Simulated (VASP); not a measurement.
# Ta2Ru (Cmcm) in VASP: single point with PBE

Aim: the single point of Ta2Ru with PBE.

All numbers are computed with VASP 6.6.1; they aren't measurements. Logs are shortened: lines on timing, memory, paths and dates and some standing lists are left out, and cuts for length are marked.

**1. The cell of the first run**

The structure is orthorhombic, space group Cmcm (No. 63). The conventional cell has a = 8.508 Å, b = 4.912 Å, c = 4.487 Å, α = 90.00°, β = 90.00°, γ = 90.00°. Within 3.7 Å of Ta (site symmetry m) lie 7 Ta at 2.78 to 2.84 Å and 5 Ru at 2.78 to 2.84 Å. Ru (site symmetry m2m) has 10 Ta at 2.78 to 2.84 Å and 2 Ru at 2.78 Å within 3.7 Å.

**2. Single point, PBE**

INCAR reads:

```
PREC = Accurate
ENCUT = 500
EDIFF = 1E-6
ISMEAR = 0
SIGMA = 0.1
LREAL = False
LASPH = True
NELM = 120
ALGO = Normal
ISIF = 2
LWAVE = False
LCHARG = False
GGA = PE
NBANDS = 45
GGA_COMPAT = False
```

KPOINTS reads:

```
Automatic mesh
0
Gamma
  6 6 4
```

POSCAR reads:

```
Ta2Ru
1.0
    4.2542013500     -2.4561642900      0.0000000000
    4.2542013500      2.4561642900      0.0000000000
    0.0000000000      0.0000000000      4.4873147600
Ta Ru
4 2
Direct
    0.0000000000      0.3333333300      0.2500000000
    0.6666666700      0.0000000000      0.2500000000
    0.3333333300      0.0000000000      0.7500000000
    0.0000000000      0.6666666700      0.7500000000
    0.3333333300      0.6666666700      0.2500000000
    0.6666666700      0.3333333300      0.7500000000
```

Potentials or basis: VASP PAW PBE potentials, release 64 (Ta_pv, Ru_pv).

Launch:

```console
$ cat potpaw_PBE.64/Ta_pv/POTCAR potpaw_PBE.64/Ru_pv/POTCAR > POTCAR
$ mpirun -np 1 vasp_std > vasp.out
```

OUTCAR:

```text
PREC = Accurate
   ENCUT = 500
   EDIFF = 1E-6
   ISMEAR = 0
   LREAL = False
   LASPH = True
   NELM = 120
   ISIF = 2
   GGA = PE

 ion  position               nearest neighbor table
   1  0.000  0.333  0.250-   3 2.78   3 2.78   6 2.78   6 2.78   4 2.78   4 2.78   5 2.84   2 2.84
                             2 2.84   2 2.84   5 2.84   5 2.84
   2  0.667  0.000  0.250-   4 2.78   4 2.78   6 2.78   6 2.78   3 2.78   3 2.78   5 2.84   1 2.84
                             5 2.84   1 2.84   1 2.84   5 2.84
   3  0.333  0.000  0.750-   1 2.78   1 2.78   5 2.78   5 2.78   2 2.78   2 2.78   6 2.84   4 2.84
                             4 2.84   6 2.84   4 2.84   6 2.84
   4  0.000  0.667  0.750-   2 2.78   2 2.78   5 2.78   5 2.78   1 2.78   1 2.78   6 2.84   3 2.84
                             6 2.84   3 2.84   3 2.84   6 2.84
   5  0.333  0.667  0.250-   3 2.78   4 2.78   3 2.78   4 2.78   6 2.78   6 2.78   1 2.84   2 2.84
                             2 2.84   1 2.84   1 2.84   2 2.84
   6  0.667  0.333  0.750-   1 2.78   2 2.78   1 2.78   2 2.78   5 2.78   5 2.78   3 2.84   4 2.84
                             3 2.84   4 2.84   3 2.84   4 2.84

  LATTYP: Found a hexagonal cell.
 ALAT       =     4.9123285869
 C/A-ratio  =     0.9134801715

  Lattice vectors:

 A1 = (  -4.2542013500,  -2.4561642900,   0.0000000000)
 A2 = (   4.2542013500,  -2.4561642900,   0.0000000000)
 A3 = (   0.0000000000,   0.0000000000,   4.4873147600)

Analysis of symmetry for initial positions (statically):
=====================================================================
 Subroutine PRICEL returns:
 Original cell was already a primitive cell.

 Routine SETGRP: Setting up the symmetry group for a
 hexagonal supercell.

 Subroutine GETGRP returns: Found  8 space group operations
 (whereof  4 operations were pure point group operations)
 out of a pool of 24 trial point group operations.

The static configuration has the point symmetry C_2h.
 The point group associated with its full space group is D_2h.

Analysis of symmetry for dynamics (positions and initial velocities):
=====================================================================
 Subroutine PRICEL returns:
 Original cell was already a primitive cell.

 Routine SETGRP: Setting up the symmetry group for a
 hexagonal supercell.

 Subroutine GETGRP returns: Found  8 space group operations
 (whereof  4 operations were pure point group operations)
 out of a pool of 24 trial point group operations.

The dynamic configuration has the point symmetry C_2h.
 The point group associated with its full space group is D_2h.

 Subroutine INISYM returns: Found  8 space group operations
 (whereof  4 operations are pure point group operations),
 and found     1 'primitive' translations

----------------------------------------------------------------------------------------

                                     Primitive cell

  volume of cell :      93.7761

  direct lattice vectors                    reciprocal lattice vectors
     4.254201350 -2.456164290  0.000000000     0.117530873 -0.203569444  0.000000000
     4.254201350  2.456164290  0.000000000     0.117530873  0.203569444  0.000000000
     0.000000000  0.000000000  4.487314760     0.000000000  0.000000000  0.222850425

  length of vectors
     4.912328587  4.912328587  4.487314760     0.235061747  0.235061747  0.222850425

  position of ions in fractional coordinates (direct lattice)
     1.000000000  0.333333330  0.250000000
     0.666666670  1.000000000  0.250000000
     0.333333330  1.000000000  0.750000000
     1.000000000  0.666666670  0.750000000
     0.333333330  0.666666670  0.250000000
     0.666666670  0.333333330  0.750000000

  ion indices of the primitive-cell ions
   primitive index   ion index
                 1           1
                 2           2
                 3           3
                 4           4
                 5           5
                 6           6

----------------------------------------------------------------------------------------

 KPOINTS: Automatic mesh

Automatic generation of k-mesh.
 Grid dimensions read from file:
 generate k-points for:    6    6    4

 Generating k-lattice:

  Cartesian coordinates                     Fractional coordinates (reciprocal lattice)
     0.019588479 -0.033928241  0.000000000     0.166666667 -0.000000000  0.000000000
     0.019588479  0.033928241  0.000000000    -0.000000000  0.166666667  0.000000000
     0.000000000  0.000000000  0.055712606     0.000000000  0.000000000  0.250000000

  Length of vectors
     0.039176958  0.039176958  0.055712606

  Shift w.r.t. Gamma in fractional coordinates (k-lattice)
     0.000000000  0.000000000  0.000000000

 Subroutine IBZKPT returns following result:
 ===========================================

 Found     39 irreducible k-points:

 Following reciprocal coordinates:
            Coordinates               Weight
  0.000000  0.000000  0.000000      1.000000
  0.166667  0.000000  0.000000      4.000000
  0.166667  0.166667  0.000000      2.000000
  0.333333  0.000000  0.000000      4.000000
  0.333333  0.333333  0.000000      2.000000
  0.500000  0.000000  0.000000      2.000000
[... 16 lines left out ...]
  0.500000  0.166667  0.250000      8.000000
  0.333333  0.500000  0.250000      8.000000
 [... further k-points ...]
   k-points           NKPTS =     39   k-points in BZ     NKDIM =     39   number of bands    NBANDS=     45
   number of dos      NEDOS =    301   number of ions     NIONS =      6
   total plane-waves  NPLWV =  46656
   dimension x,y,z NGX =    36 NGY =   36 NGZ =   36
   dimension x,y,z NGXF=    72 NGYF=   72 NGZF=   72
   ions per type =               4   2
   NGX,Y,Z   is equivalent  to a cutoff of  12.18, 12.18, 13.34 a.u.
   NGXF,Y,Z  is equivalent  to a cutoff of  24.37, 24.37, 26.67 a.u.
 SYSTEM =  unknown system
   PREC   = accura    normal or accurate (medium, high low for compatibility)
   ISTART =      0    job   : 0-new  1-cont  2-samecut
   ICHARG =      2    charge: 1-file 2-atom 10-const
   ISPIN  =      1    spin polarized calculation?
   LNONCOLLINEAR =      F non collinear calculations
   LSORBIT =      F    spin-orbit coupling
   LASPH  =      T    aspherical Exc in radial PAW
   ENCUT  =  500.0 eV  36.75 Ry    6.06 a.u.   8.96  8.96  8.18*2*pi/ulx,y,z
   NELM   =    120;   NELMIN=  2; NELMDL= -5     # of ELM steps
   EDIFF  = 0.1E-05   stopping-criterion for ELM
   LREAL  =      F    real-space projection
   EDIFFG = 0.1E-04   stopping-criterion for IOM
   NSW    =      0    number of steps for IOM
   IBRION =     -1    ionic relax: 0-MD 1-quasi-New 2-CG
   NFREE  =      0    steps in history (QN), initial steepest desc. (CG)
   ISIF   =      2    stress and relaxation
   ISYM   =      2    0-nonsym 1-usesym 2-fastsym
   POTIM  = 0.5000    time-step for ionic-motion
   TEBEG  =    0.0;   TEEND  =   0.0 temperature during run
   PSTRESS=    0.0 pullay stress
   NELECT =      72.0000    total number of electrons
   NUPDOWN=      -1.0000    fix difference up-down
   EMIN   =  10.00;   EMAX   =-10.00  energy-range for DOS
   EFERMI =   0.00;   METHOD = LEGACY
   ISMEAR =     0;   SIGMA  =   0.10  broadening in eV -4-tet -1-fermi 0-gaus
   EFERMI_NEDOS =   21; number of points for ismear=-14 and -15
   IALGO  =     38    algorithm
   IMIX   =      4    mixing-type and parameters
     AMIX     =   0.40;   BMIX     =  1.00
     AMIX_MAG =   1.60;   BMIX_MAG =  1.00
  volume/ion in A,a.u.               =      15.63       105.47
  Fermi-wavevector in a.u.,A,eV,Ry     =   1.499069  2.832830 30.575126  2.247208
  Thomas-Fermi vector in A             =   2.610747
   LORBIT       =      0    0 simple, 1 ext, 2 COOP (PROOUT), +10 PAW based schemes
   GGA     = PE    functional components
   LHFCALC =     F    Hartree Fock is set to
   AEXX    =    0.0000 exact exchange contribution
   IVDW    =     0    specifies the selected vdW correction
   LEPSILON=     F    determine dielectric tensor
   LRPA    =     F    only Hartree local field effects (RPA)
 non-spin polarized calculation
 Gauss-broadening in eV      SIGMA  =   0.10
  energy-cutoff  :      500.00
  volume of cell :       93.78
 maximum number of plane-waves:      2404
   NGX = 17   NGY = 17   NGZ = 17

 number of electron      71.9999978 magnetization

 Free energy of the ion-electron system (eV)
  ---------------------------------------------------
  ext. energy  EPLUGINS =         0.00000000
  ---------------------------------------------------
  free energy    TOTEN  =       -64.32041794 eV

  energy without entropy =      -64.26926243  energy(sigma->0) =      -64.29484019

 E-fermi :   8.3172     XC(G=0): -13.3305

 val. band max:        8.3128302741   @ k =   0.1667   0.1667   0.2500
 cond. band min:       8.3190453806   @ k =   0.5000   0.0000   0.2500
 fundamental gap:      0.0062151065
 Fermi energy:         8.3171950892

 k-point     1 :       0.0000    0.0000    0.0000
  band No.  band energies     occupation
      1     -34.2314      2.00000
      2     -34.1596      2.00000
      3     -34.1411      2.00000
      4     -34.1104      2.00000
      5     -34.0252      2.00000
      6     -33.9772      2.00000
[... 37 lines left out ...]
     44      11.4608      0.00000
     45      11.9921      0.00000

 k-point     2 :       0.1667    0.0000    0.0000
  band No.  band energies     occupation
      1     -34.2301      2.00000
      2     -34.1594      2.00000
      3     -34.1389      2.00000
      4     -34.1107      2.00000
      5     -34.0263      2.00000
      6     -33.9784      2.00000
[... 37 lines left out ...]
     44      11.9202      0.00000
     45      12.6010      0.00000

 k-point     3 :       0.1667    0.1667    0.0000
  band No.  band energies     occupation
      1     -34.2309      2.00000
      2     -34.1574      2.00000
      3     -34.1415      2.00000
      4     -34.1108      2.00000
      5     -34.0256      2.00000
      6     -33.9775      2.00000
[... 997 lines left out ...]
     44      11.4448      0.00000
     45      12.3091      0.00000

 k-point    24 :       0.3333    0.5000    0.2500
  band No.  band energies     occupation
      1     -34.2230      2.00000
      2     -34.1639      2.00000
      3     -34.1478      2.00000
      4     -34.1189      2.00000
      5     -34.0126      2.00000
      6     -33.9749      2.00000
[... 37 lines left out ...]
     44      11.6486      0.00000
     45      12.1298      0.00000

 [... further k-points ...]
[... 5 lines left out ...]
  --------------------------------------------------------------------------------------
  -------------------------------------------------------------------------------------
  Total       10.5546017      7.9877975     18.5413979      0.0000000      0.0000000      0.0000000
  in kB      180.3268715    136.4726571    316.7824201      0.0000000      0.0000000      0.0000000
  external PRESSURE =     211.1939829 kB  Pullay stress =       0.0000000 kB

 VOLUME and BASIS-vectors are now :
 -----------------------------------------------------------------------------
  energy-cutoff  :      500.00
  volume of cell :       93.78
      direct lattice vectors                 reciprocal lattice vectors
     4.254201350 -2.456164290  0.000000000     0.117530873 -0.203569444  0.000000000
     4.254201350  2.456164290  0.000000000     0.117530873  0.203569444  0.000000000
     0.000000000  0.000000000  4.487314760     0.000000000  0.000000000  0.222850425

 POSITION                                       TOTAL-FORCE (eV/Angst)
 -----------------------------------------------------------------------------------
      1.41807      0.81872      1.12183        -0.935953      0.854818     -0.000000
      2.83613     -1.63744      1.12183         0.935953      0.854818     -0.000000
      1.41807     -0.81872      3.36549        -0.935953     -0.854818     -0.000000
      2.83613      1.63744      3.36549         0.935953     -0.854818     -0.000000
      4.25420      0.81872      1.12183         0.000000      0.362635     -0.000000
      4.25420     -0.81872      3.36549         0.000000     -0.362635      0.000000
 -----------------------------------------------------------------------------------
    total drift:                                0.000000      0.000000     -0.000000

  FREE ENERGIE OF THE ION-ELECTRON SYSTEM (eV)
  ---------------------------------------------------
  free  energy   TOTEN  =       -64.3204179400 eV

  energy  without entropy=      -64.2692624322  energy(sigma->0) =      -64.29484019
```

Run time: 3.7 min. Hardware: 1 thread of Intel Xeon 8259CL, shared host; peak memory 0.28 GiB.

What came out:

* Free energy: -64.3204 eV
* Pressure: 21.1 GPa
* Largest force: 1.268 eV/Å
* Band gap on the k mesh: zero (bands 36 and 37 overlap by 0.53 eV)

Forces in eV/Å, atoms in the order of the input:
```
Ta  -0.936  0.855  0.000
Ta   0.936  0.855  0.000
Ta  -0.936 -0.855  0.000
Ta   0.936 -0.855  0.000
Ru   0.000  0.363  0.000
Ru   0.000 -0.363  0.000
```

Caveat: the cell stands under pressure; spin-orbit coupling is left out, which moves the levels of the heavy elements; forces of over 1 eV/Å act on the atoms, so gaps and moduli don't describe the material at rest.
